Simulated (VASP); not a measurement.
# Tl (P6_3/mmc) in VASP: further runs, part 2 of 2

VASP 6.6.1.

### 3 Single point, PBEsol (25.16 Å³/atom)

This run uses another cell than the first one, of 25.16 Å³/atom.

INCAR reads:

```
SYSTEM = Tl
PREC     = Accurate       ! precision mode
ENCUT    = 520            ! plane-wave cutoff, eV
EDIFF    = 1E-6           ! SCF threshold, eV
ISMEAR   = -1             ! smearing method
SIGMA    = 0.1            ! smearing width, eV
LREAL    = .FALSE.        ! projectors in reciprocal space
LASPH    = .TRUE.         ! aspherical terms in the spheres
NELM     = 60             ! most SCF steps
ALGO     = Normal         ! electronic algorithm
ISIF     = 2              ! what is computed and relaxed
LWAVE    = .FALSE.        ! write WAVECAR
LCHARG   = .FALSE.        ! write CHGCAR
GGA      = PS             ! functional
NBANDS   = 20             ! bands
```

KPOINTS reads:

```
Automatic mesh
0
G
  17 17 10
  0 0 0
```

POSCAR reads:

```
Tl
1.0
    3.3151540562      0.0000000000      0.0000000000
   -1.6575770281      2.8710076301      0.0000000000
    0.0000000000      0.0000000000      5.2875636521
Tl
2
Direct
    0.3333333333      0.6666666667      0.2500000000
    0.6666666667      0.3333333333      0.7500000000
```

Potentials or basis: VASP PAW PBE potentials, release 64 (Tl_d).

On the command line:

```console
$ cat potpaw_PBE.64/Tl_d/POTCAR > POTCAR
$ mpirun -np 1 vasp_std > vasp.out
```

OUTCAR:

```text
SYSTEM = Tl
   PREC = Accurate
   ENCUT = 520
   EDIFF = 1E-6
   ISMEAR = -1
   LREAL = .FALSE.
   LASPH = .TRUE.
   NELM = 60
   ISIF = 2
   GGA = PS

 ion  position               nearest neighbor table
   1  0.333  0.667  0.250-   2 3.26   2 3.26   2 3.26   2 3.26   2 3.26   2 3.26
   2  0.667  0.333  0.750-   1 3.26   1 3.26   1 3.26   1 3.26   1 3.26   1 3.26

  LATTYP: Found a hexagonal cell.
 ALAT       =     3.3151540562
 C/A-ratio  =     1.5949677036

  Lattice vectors:

[... 740 lines left out ...]

------------------------ aborting loop because EDIFF is reached ----------------------------------------

  FORCE on cell =-STRESS in cart. coord.  units (eV):
  Direction    XX          YY          ZZ          XY          YZ          ZX
  --------------------------------------------------------------------------------------
  -------------------------------------------------------------------------------------
  Total        1.9986525      1.9986525      2.1394631     -0.0000000     -0.0000000      0.0000000
  in kB       63.6288682     63.6288682     68.1116985     -0.0000000     -0.0000000      0.0000000
  external PRESSURE =      65.1231449 kB  Pullay stress =       0.0000000 kB

 VOLUME and BASIS-vectors are now :
 -----------------------------------------------------------------------------
  energy-cutoff  :      520.00
  volume of cell :       50.33
      direct lattice vectors                 reciprocal lattice vectors
     3.315154056  0.000000000  0.000000000     0.301645107  0.174154884  0.000000000
    -1.657577028  2.871007630  0.000000000     0.000000000  0.348309767  0.000000000
     0.000000000  0.000000000  5.287563652     0.000000000  0.000000000  0.189123019

 POSITION                                       TOTAL-FORCE (eV/Angst)
 -----------------------------------------------------------------------------------
     -0.00000      1.91401      1.32189         0.000000      0.000000      0.000000
      1.65758      0.95700      3.96567        -0.000000     -0.000000      0.000000
 -----------------------------------------------------------------------------------
    total drift:                               -0.000000      0.000000      0.000000

  FREE ENERGIE OF THE ION-ELECTRON SYSTEM (eV)
  ---------------------------------------------------
  free  energy   TOTEN  =        -5.1521609147 eV

  energy  without entropy=       -5.1267587486  energy(sigma->0) =       -5.13945983
```

stdout:

```text
POSCAR found type information on POSCAR Tl
 POSCAR found :  1 types and       2 ions
 scaLAPACK will be used
 -----------------------------------------------------------------------------
|                                                                             |
|                                                                             |
|     You enforced a specific xc type in the INCAR file but a different       |
|     I HOPE YOU KNOW WHAT YOU ARE DOING!                                     |
|                                                                             |
 -----------------------------------------------------------------------------

 LDA part: xc-table for (Slater+PW92), standard interpolation
 POSCAR, INCAR and KPOINTS ok, starting setup
 FFT: planning ... GRIDC
 FFT: planning ... GRID_SOFT
 FFT: planning ... GRID
 WAVECAR not read
 entering main loop
```

Run time: 2.8 min. Hardware: 1 thread of Intel Xeon 8259CL, shared host; peak memory 0.3 GiB.

What came out:

```
Free energy            : -5.1522 eV
Pressure               : 6.5 GPa
Band gap on the k mesh : zero (bands 13 and 14 overlap by 6.73 eV)
```

Stress tensor (GPa, compression positive):
```
6.36 0.00 0.00
0.00 6.36 0.00
0.00 0.00 6.81
```

Caveat: the cell stands under pressure; the PAW data sets were made with another functional, which shifts forces and pressure a little; spin-orbit coupling is left out, which moves the levels of the heavy elements.

### 4 Single point, PBEsol (26.31 Å³/atom)

This run uses another cell than the first one, of 26.31 Å³/atom.

INCAR reads:

```
SYSTEM = Tl
ALGO = Normal ; EDIFF = 1E-7
ENCUT = 520 ; GGA = PS
ISIF = 2 ; ISMEAR = -1
LASPH = .True. ; LCHARG = .True.
LELF = .True. ; LREAL = .False.
LVHAR = .True. ; LWAVE = .False.
NBANDS = 20 ; NELM = 60
PREC = Accurate ; SIGMA = 0.1
```

KPOINTS reads:

```
k-points
0
Gamma
  17 17 10
  0 0 0
```

POSCAR reads:

```
Tl
1.0
    3.3646412634      0.0000000000      0.0000000000
   -1.6823206317      2.9138648087      0.0000000000
    0.0000000000      0.0000000000      5.3664941493
Tl
2
Direct
    0.3333333333      0.6666666667      0.2500000000
    0.6666666667      0.3333333333      0.7500000000
```

On the command line:

```console
$ cat potpaw_PBE.64/Tl_d/POTCAR > POTCAR
$ mpirun -np 1 vasp_std > vasp.out
```

It took 3.7 min on 1 thread of Intel Xeon 8259CL, shared host; peak memory 0.3 GiB.

The run converged. Its results:

| Property | Result |
| --- | --- |
| Free energy | -5.2261 eV |
| Pressure | 3.7 GPa |
| Band gap on the k mesh | zero (bands 13 and 14 overlap by 6.38 eV) |

Stress tensor (GPa, compression positive):
```
3.68 0.00 0.00
0.00 3.68 0.00
0.00 0.00 3.87
```

Levels at points of the mesh, in eV from the Fermi level:
| k point | band 9 | band 10 | band 11 | band 12 | band 13 | band 14 | band 15 | band 16 | band 17 | band 18 |
| --- | --- | --- | --- | --- | --- | --- | --- | --- | --- | --- |
| (0.00, 0.00, 0.00) | -11.06 | -11.06 | -10.68 | -5.05 | -3.23 | 8.50 | 8.50 | 10.41 | 10.77 | 10.77 |
| (0.00, 0.00, 0.50) | -11.19 | -11.19 | -9.10 | -9.10 | 3.66 | 3.66 | 9.55 | 9.55 | 9.55 | 9.55 |

Caveat: the cell stands under pressure; the PAW data sets were made with another functional, which shifts forces and pressure a little; spin-orbit coupling is left out, which moves the levels of the heavy elements.

### 5 Single point, PBEsol (27.45 Å³/atom)

This run uses another cell than the first one, of 27.45 Å³/atom.

INCAR reads:

```
ALGO = Normal ; EDIFF = 1E-7
ENCUT = 520 ; GGA = PS
ISIF = 2 ; ISMEAR = -1
LASPH = T ; LCHARG = T
LELF = T ; LREAL = F
LVHAR = T ; LWAVE = F
NBANDS = 20 ; NELM = 60
PREC = Accurate ; SIGMA = 0.1
```

KPOINTS reads:

```
k-points
0
Gamma
  17 17 10
```

POSCAR reads:

```
Tl
1.0
    3.4127140620      0.0000000000      0.0000000000
   -1.7063570310      2.9554970736      0.0000000000
    0.0000000000      0.0000000000      5.4431687105
Tl
2
Direct
    0.3333333333      0.6666666667      0.2500000000
    0.6666666667      0.3333333333      0.7500000000
```

On the command line:

```console
$ cat potpaw_PBE.64/Tl_d/POTCAR > POTCAR
$ mpirun -np 1 vasp_std > vasp.out
```

Run time: 3.2 min. Hardware: 1 thread of Intel Xeon 8259CL, shared host; peak memory 0.31 GiB.

It converged, with:

```
Free energy            : -5.2650 eV
Pressure               : 1.6 GPa
Band gap on the k mesh : zero (bands 13 and 14 overlap by 6.06 eV)
```

Levels at points of the mesh, in eV from the Fermi level:
| k point | band 9 | band 10 | band 11 | band 12 | band 13 | band 14 | band 15 | band 16 | band 17 | band 18 |
| --- | --- | --- | --- | --- | --- | --- | --- | --- | --- | --- |
| (0.00, 0.00, 0.00) | -11.04 | -11.04 | -10.36 | -5.07 | -3.04 | 8.21 | 8.21 | 10.33 | 10.39 | 10.39 |
| (0.00, 0.00, 0.50) | -11.17 | -11.17 | -8.85 | -8.85 | 3.51 | 3.51 | 9.23 | 9.23 | 9.23 | 9.23 |

Caveat: the PAW data sets were made with another functional, which shifts forces and pressure a little; spin-orbit coupling is left out, which moves the levels of the heavy elements.

### 6 Summary

| cell | k mesh | gap on the mesh (eV) | pressure (GPa) |
| --- | --- | --- | --- |
| a = 3.459, b = 3.459, c = 5.518 Å, angles 90.0, 90.0, 120.0°, 2 atoms | 11 × 11 × 6 | none | -0.1 |
| a = 3.315, b = 3.315, c = 5.288 Å, angles 90.0, 90.0, 120.0°, 2 atoms | 17 × 17 × 10 | none | 6.5 |
| a = 3.365, b = 3.365, c = 5.366 Å, angles 90.0, 90.0, 120.0°, 2 atoms | 17 × 17 × 10 | none | 3.7 |
| a = 3.413, b = 3.413, c = 5.443 Å, angles 90.0, 90.0, 120.0°, 2 atoms | 17 × 17 × 10 | none | 1.6 |

Alike in all rows: task single point; level PBEsol; potentials or basis VASP PAW PBE potentials, release 64 (Tl_d); no spin polarisation; cutoff (eV) 520; smearing fermi-dirac 0.1 eV.

Caveats: the PAW data sets were made with another functional, which shifts forces and pressure a little; spin-orbit coupling is left out, which moves the levels of the heavy elements; the cell stands under pressure (at least some runs).

Total energies depend on the potentials used, so only differences within one code and one set of settings carry meaning.
